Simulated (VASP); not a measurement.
Write the native input for VASP 6.6.1 that does the following.

```yaml
Task: single point
Functional: PBE-based screened hybrid with 30 % exact exchange
Potentials_or_basis: VASP PAW PBE potentials, release 64 (Li_sv, F)
Cutoff: 520 eV
k_mesh: 4 × 4 × 4
Occupations: gaussian, width 0.01 eV
Spin: no spin polarisation
Dipole_correction: no
Grid_for_exact_exchange_PRECFOCK: Normal
Share_of_exact_exchange: 0.3
Further_INCAR_settings: ALGO = Normal; EDIFF = 1e-06; NBANDS = 12
Screening_parameter: 0.5 1/Å
```

The system is LiF.

```
CELL_PARAMETERS angstrom
0.00000 2.14461 2.14461
2.14461 0.00000 2.14461
2.14461 2.14461 0.00000
ATOMIC_POSITIONS crystal
Li 0.00000 0.00000 0.00000
F 0.25000 0.25000 0.25000
```

The input as run:

POSCAR

```
LiF
1.0
    0.0000000000      2.1446105480      2.1446105480
    2.1446105480      0.0000000000      2.1446105480
    2.1446105480      2.1446105480      0.0000000000
Li F
1 1
Direct
    0.0000000000      0.0000000000      0.0000000000
    0.2500000000      0.2500000000      0.2500000000
```

INCAR.step1

```
SYSTEM = LiF
PREC     = Accurate       ! precision mode
ENCUT    = 520            ! plane-wave cutoff, eV
EDIFF    = 1E-5           ! SCF threshold, eV
ISMEAR   = 0              ! smearing method
SIGMA    = 0.01           ! smearing width, eV
LREAL    = .False.        ! projectors in reciprocal space
LASPH    = .True.         ! aspherical terms in the spheres
NELM     = 60             ! most SCF steps
ALGO     = Normal         ! electronic algorithm
ISIF     = 2              ! what is computed and relaxed
LWAVE    = .True.         ! write WAVECAR
NBANDS   = 12             ! bands
GGA      = PE             ! functional
```

INCAR.step2

```
SYSTEM = LiF
PREC     = Accurate       ! precision mode
ENCUT    = 520            ! plane-wave cutoff, eV
EDIFF    = 1E-6           ! SCF threshold, eV
ISMEAR   = 0              ! smearing method
SIGMA    = 0.01           ! smearing width, eV
LREAL    = .False.        ! projectors in reciprocal space
LASPH    = .True.         ! aspherical terms in the spheres
NELM     = 60             ! most SCF steps
ALGO     = Normal         ! electronic algorithm
ISIF     = 2              ! what is computed and relaxed
LWAVE    = .False.        ! write WAVECAR
LCHARG   = .True.         ! write CHGCAR
GGA      = PE             ! functional
LHFCALC  = .True.         ! exact exchange
AEXX     = 0.3            ! exact-exchange fraction
HFSCREEN = 0.5            ! screening, 1/A
PRECFOCK = Normal       
LELF     = .True.         ! ELF
LVHAR    = .True.       
NBANDS   = 12             ! bands
ISTART   = 1
```

KPOINTS

```
Automatic mesh
0
Gamma
  4 4 4
  0 0 0
```

Potentials or basis: VASP PAW PBE potentials, release 64 (Li_sv, F).

Launch:

```sh
$ cat potpaw_PBE.64/Li_sv/POTCAR potpaw_PBE.64/F/POTCAR > POTCAR
$ cp INCAR.step1 INCAR
$ mpirun -np 1 vasp_std > vasp.out
$ cp INCAR.step2 INCAR
$ mpirun -np 1 vasp_std > vasp.out
```

Results of the run:

```
Band gap on the k mesh : 9.61 eV
```

Caveat: the k points lie up to 0.63 Å⁻¹ apart; the structure was generated, so it needn't be the stable form of LiF.

Run time: 44 s on 1 thread of Intel(R) Xeon(R) Platinum 8559C (Emerald Rapids), on a shared host, peak memory 0.22 GiB.
